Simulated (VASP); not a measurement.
# Li (Im-3m) in VASP: further runs

The runs below take Li through relaxation of cell and atoms, with PBEsol.

Program: VASP 6.6.1. These are calculated values, not measurements. Logs are shortened: lines on timing, memory, paths and dates and some standing lists are left out, and cuts for length are marked.

## (1) The cell of the first run

Symmetry: Im-3m, No. 229, cubic system. Conventional cell: a = 3.509 Å, b = 3.509 Å, c = 3.509 Å, α = 90.00°, β = 90.00°, γ = 90.00°. Within 4.0 Å of Li (site symmetry m-3m) lie 14 Li at 3.04 to 3.51 Å.

## (2) Relaxation of cell and atoms, PBEsol

File INCAR:

```
PREC = Accurate
ENCUT = 600
EDIFF = 1E-7
ISMEAR = -1
SIGMA = 0.05
LREAL = F
LASPH = T
NELM = 80
ALGO = Normal
ISIF = 3
LWAVE = F
LCHARG = F
GGA = PS
IBRION = 2
NSW = 80
EDIFFG = -0.005
```

File KPOINTS:

```
regular mesh
0
Gamma
  11 11 11
```

File POSCAR:

```
Li
1.0
   -1.7546500000      1.7546500000      1.7546500000
    1.7546500000     -1.7546500000      1.7546500000
    1.7546500000      1.7546500000     -1.7546500000
Li
1
Direct
    0.0000000000      0.0000000000      0.0000000000
```

Potentials or basis: VASP PAW PBE potentials, release 64 (Li_sv).

Started as:

```bash
cat potpaw_PBE.64/Li_sv/POTCAR > POTCAR
mpirun -np 1 vasp_std > vasp.out
```

OUTCAR:

```text
PREC = Accurate
   ENCUT = 600
   EDIFF = 1E-7
   ISMEAR = -1
   LREAL = F
   LASPH = T
   NELM = 80
   ISIF = 3
   GGA = PS
   IBRION = 2
   NSW = 80
   EDIFFG = -0.005

 ion  position               nearest neighbor table
   1  0.000  0.000  0.000-

  LATTYP: Found a body centered cubic cell.
 ALAT       =     3.5093000000

  Lattice vectors:

 A1 = (  -1.7546500000,   1.7546500000,   1.7546500000)
 A2 = (   1.7546500000,  -1.7546500000,   1.7546500000)
 A3 = (   1.7546500000,   1.7546500000,  -1.7546500000)

Analysis of symmetry for initial positions (statically):
=====================================================================
 Subroutine PRICEL returns:
 Original cell was already a primitive cell.

 Routine SETGRP: Setting up the symmetry group for a
 body centered cubic supercell.

 Subroutine GETGRP returns: Found 48 space group operations
 (whereof 48 operations were pure point group operations)
 out of a pool of 48 trial point group operations.

The static configuration has the point symmetry O_h .

Analysis of symmetry for dynamics (positions and initial velocities):
=====================================================================
 Subroutine PRICEL returns:
 Original cell was already a primitive cell.

 Routine SETGRP: Setting up the symmetry group for a
 body centered cubic supercell.

 Subroutine GETGRP returns: Found 48 space group operations
 (whereof 48 operations were pure point group operations)
 out of a pool of 48 trial point group operations.

The dynamic configuration has the point symmetry O_h .

 Subroutine INISYM returns: Found 48 space group operations
 (whereof 48 operations are pure point group operations),
 and found     1 'primitive' translations

----------------------------------------------------------------------------------------

                                     Primitive cell

  volume of cell :      21.6088

  direct lattice vectors                    reciprocal lattice vectors
    -1.754650000  1.754650000  1.754650000     0.000000000  0.284957114  0.284957114
     1.754650000 -1.754650000  1.754650000     0.284957114  0.000000000  0.284957114
     1.754650000  1.754650000 -1.754650000     0.284957114  0.284957114  0.000000000

  length of vectors
     3.039142950  3.039142950  3.039142950     0.402990215  0.402990215  0.402990215

  position of ions in fractional coordinates (direct lattice)
     0.000000000  0.000000000  0.000000000

  ion indices of the primitive-cell ions
   primitive index   ion index
                 1           1

----------------------------------------------------------------------------------------

 KPOINTS: regular mesh

Automatic generation of k-mesh.
 Grid dimensions read from file:
 generate k-points for:   11   11   11

 Generating k-lattice:

  Cartesian coordinates                     Fractional coordinates (reciprocal lattice)
     0.000000000  0.025905192  0.025905192     0.090909091  0.000000000  0.000000000
     0.025905192  0.000000000  0.025905192     0.000000000  0.090909091  0.000000000
     0.025905192  0.025905192  0.000000000     0.000000000  0.000000000  0.090909091

  Length of vectors
     0.036635474  0.036635474  0.036635474

  Shift w.r.t. Gamma in fractional coordinates (k-lattice)
     0.000000000  0.000000000  0.000000000

 Subroutine IBZKPT returns following result:
 ===========================================

 Found     56 irreducible k-points:

 Following reciprocal coordinates:
            Coordinates               Weight
  0.000000  0.000000  0.000000      1.000000
  0.090909  0.000000  0.000000     12.000000
  0.181818  0.000000  0.000000     12.000000
  0.272727  0.000000  0.000000     12.000000
  0.363636  0.000000  0.000000     12.000000
  0.454545  0.000000  0.000000     12.000000
[... 16 lines left out ...]
  0.272727  0.181818  0.090909     48.000000
  0.363636  0.181818  0.090909     24.000000
 [... further k-points ...]
   k-points           NKPTS =     56   k-points in BZ     NKDIM =     56   number of bands    NBANDS=      5
   number of dos      NEDOS =    301   number of ions     NIONS =      1
   total plane-waves  NPLWV =  13824
   dimension x,y,z NGX =    24 NGY =   24 NGZ =   24
   dimension x,y,z NGXF=    48 NGYF=   48 NGZF=   48
   ions per type =               1
   NGX,Y,Z   is equivalent  to a cutoff of  13.13, 13.13, 13.13 a.u.
   NGXF,Y,Z  is equivalent  to a cutoff of  26.26, 26.26, 26.26 a.u.
 SYSTEM =  unknown system
   PREC   = accura    normal or accurate (medium, high low for compatibility)
   ISTART =      0    job   : 0-new  1-cont  2-samecut
   ICHARG =      2    charge: 1-file 2-atom 10-const
   ISPIN  =      1    spin polarized calculation?
   LNONCOLLINEAR =      F non collinear calculations
   LSORBIT =      F    spin-orbit coupling
   LASPH  =      T    aspherical Exc in radial PAW
   ENCUT  =  600.0 eV  44.10 Ry    6.64 a.u.   6.07  6.07  6.07*2*pi/ulx,y,z
   NELM   =     80;   NELMIN=  2; NELMDL= -5     # of ELM steps
   EDIFF  = 0.1E-06   stopping-criterion for ELM
   LREAL  =      F    real-space projection
   EDIFFG = -.5E-02   stopping-criterion for IOM
   NSW    =     80    number of steps for IOM
   IBRION =      2    ionic relax: 0-MD 1-quasi-New 2-CG
   NFREE  =      1    steps in history (QN), initial steepest desc. (CG)
   ISIF   =      3    stress and relaxation
   ISYM   =      2    0-nonsym 1-usesym 2-fastsym
   POTIM  = 0.5000    time-step for ionic-motion
   TEBEG  =    0.0;   TEEND  =   0.0 temperature during run
   PSTRESS=    0.0 pullay stress
   NELECT =       3.0000    total number of electrons
   NUPDOWN=      -1.0000    fix difference up-down
   EMIN   =  10.00;   EMAX   =-10.00  energy-range for DOS
   EFERMI =   0.00;   METHOD = LEGACY
   ISMEAR =    -1;   SIGMA  =   0.05  broadening in eV -4-tet -1-fermi 0-gaus
   EFERMI_NEDOS =   21; number of points for ismear=-14 and -15
   IALGO  =     38    algorithm
   IMIX   =      4    mixing-type and parameters
     AMIX     =   0.40;   BMIX     =  1.00
     AMIX_MAG =   1.60;   BMIX_MAG =  1.00
  volume/ion in A,a.u.               =      21.61       145.82
  Fermi-wavevector in a.u.,A,eV,Ry     =   0.847692  1.601906  9.776898  0.718582
  Thomas-Fermi vector in A             =   1.963238
   LORBIT       =      0    0 simple, 1 ext, 2 COOP (PROOUT), +10 PAW based schemes
   GGA     = PS    functional components
   LHFCALC =     F    Hartree Fock is set to
   AEXX    =    0.0000 exact exchange contribution
   IVDW    =     0    specifies the selected vdW correction
   LEPSILON=     F    determine dielectric tensor
   LRPA    =     F    only Hartree local field effects (RPA)
 conjugate gradient relaxation of ions
 non-spin polarized calculation
  energy-cutoff  :      600.00
  volume of cell :       21.61
 maximum number of plane-waves:       730
   NGX = 13   NGY = 13   NGZ = 13

--------------------------------------- Ionic step        1  -------------------------------------------

 number of electron       2.9999991 magnetization

 Free energy of the ion-electron system (eV)
  ---------------------------------------------------
  ext. energy  EPLUGINS =         0.00000000
  ---------------------------------------------------
  free energy    TOTEN  =        -1.96806264 eV

  energy without entropy =       -1.96434173  energy(sigma->0) =       -1.96620218

------------------------ aborting loop because EDIFF is reached ----------------------------------------

  FORCE on cell =-STRESS in cart. coord.  units (eV):
  Direction    XX          YY          ZZ          XY          YZ          ZX
  --------------------------------------------------------------------------------------
  -------------------------------------------------------------------------------------
  Total       -0.1249954     -0.1249954     -0.1249954     -0.0000000      0.0000000     -0.0000000
  in kB       -9.2677271     -9.2677271     -9.2677271     -0.0000000      0.0000000     -0.0000000
  external PRESSURE =      -9.2677271 kB  Pullay stress =       0.0000000 kB
[... 90 lines left out ...]
  energy  without entropy=       -1.9692337956  energy(sigma->0) =       -1.97110742

--------------------------------------- Ionic step        4  -------------------------------------------

 number of electron       3.0000004 magnetization

 Free energy of the ion-electron system (eV)
  ---------------------------------------------------
  ext. energy  EPLUGINS =         0.00000000
  ---------------------------------------------------
  free energy    TOTEN  =        -1.97308341 eV

  energy without entropy =       -1.96933139  energy(sigma->0) =       -1.97120740

 E-fermi :   0.6867     XC(G=0):  -7.0560

 val. band max:        0.6728844948   @ k =   0.4545   0.0000   0.0000
 cond. band min:       0.8659357752   @ k =   0.1818   0.1818   0.1818
 fundamental gap:      0.1930512805
 Fermi energy:         0.6866879179

 k-point     1 :       0.0000    0.0000    0.0000
  band No.  band energies     occupation
      1     -45.2116      2.00000
      2      -2.9073      2.00000
      3      15.4588      0.00000
      4      15.4588      0.00000
      5      15.4588      0.00000

 k-point     2 :       0.0909    0.0000    0.0000
  band No.  band energies     occupation
      1     -45.2101      2.00000
      2      -2.7511      2.00000
      3      14.3701      0.00000
      4      14.7253      0.00000
      5      15.1814      0.00000
[... 169 lines left out ...]
 k-point    24 :       0.3636    0.1818    0.0909
  band No.  band energies     occupation
      1     -45.1890      2.00000
      2       1.9065      0.00000
      3       3.9877      0.00000
      4       7.4971      0.00000
      5      10.1408      0.00000

 [... further k-points ...]
[... 5 lines left out ...]
  --------------------------------------------------------------------------------------
  -------------------------------------------------------------------------------------
  Total        0.0013897      0.0013897      0.0013897     -0.0000000     -0.0000000     -0.0000000
  in kB        0.1115479      0.1115479      0.1115479     -0.0000000     -0.0000000     -0.0000000
  external PRESSURE =       0.1115479 kB  Pullay stress =       0.0000000 kB
[... 16 lines left out ...]
  FREE ENERGIE OF THE ION-ELECTRON SYSTEM (eV)
  ---------------------------------------------------
  free  energy   TOTEN  =        -1.9730834131 eV

  energy  without entropy=       -1.9693313905  energy(sigma->0) =       -1.97120740

 reached required accuracy - stopping structural energy minimisation
```

Wall time 9.9 s (1 thread of Intel Xeon Platinum 8488C (Sapphire Rapids), shared host); peak memory 0.13 GiB.

Results:

```
Free energy                            : -1.9731 eV
Relaxed volume                         : 19.96 Å³/atom
Relaxed cell                           : a = 2.960 Å, b = 2.960 Å, c = 2.960 Å, α = 109.47°, β = 109.47°, γ = 109.47°
Space group after relaxing (to 0.05 Å) : Im-3m (No. 229)
Energy gained by relaxing              : 5.0 meV/atom
Ionic steps                            : 4
Pressure after relaxing                : 0.0 GPa
```

Step by step:
```
step  energy change (eV)  largest force (eV/Å)  pressure (GPa)  volume (Å³)
   1              0.0000                0.0000           -0.93        21.61
   2             -0.0020                0.0000           -0.74        21.22
   3             -0.0049                0.0000           -0.15        20.20
   4             -0.0050                0.0000            0.01        19.96
```

Final structure:
```xyz
1
Lattice="-1.7088 1.7088 1.7088 1.7088 -1.7088 1.7088 1.7088 1.7088 -1.7088" Properties=species:S:1:pos:R:3 pbc="T T T"
Li    3.4177    0.0000    0.0000
```

Caveat: the cutoff is under 1.25 times the usual one of these potentials, so pressure, stress and relaxed cells hold a basis-set (Pulay) error; the PAW data sets were made with another functional, which shifts forces and pressure a little.

(Continued in part 2 of 2.)
